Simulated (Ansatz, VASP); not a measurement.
Pb in VASP and in Ansatz

```
CELL_PARAMETERS angstrom
0.00000 2.47502 2.47502
2.47502 0.00000 2.47502
2.47502 2.47502 0.00000
ATOMIC_POSITIONS crystal
Pb 0.00000 0.00000 0.00000
```

Alike in both runs: functional LDA; k mesh 5 × 5 × 5; occupations fermi-dirac, width 0.05 eV; no spin polarisation.

```csv
,VASP,Ansatz
version,VASP 6.6.1,Ansatz 0.2.0
potentials or method,"VASP PAW LDA potentials, release 64 (Pb_d)",Ansatz PAW
plane-wave cutoff (eV),520,420
valence electrons in the cell,14,14
task,single point,band structure
```

Ansatz gave:

| Quantity | Value |
| --- | --- |
| gap on the k mesh at the Fermi level (eV) | none |
| pressure (GPa) | -2.5 |

Which values does VASP return?

gap on the k mesh at the Fermi level (eV): none; pressure (GPa): -2.4.

LDA's correlation is that of Perdew and Zunger in VASP and of Perdew and Wang (1992) in Ansatz. A gap of «none» marks a metal or a gap that the smearing closes.

The k mesh is coarse, so the values compare programs but aren't converged. Spin-orbit coupling is off throughout.
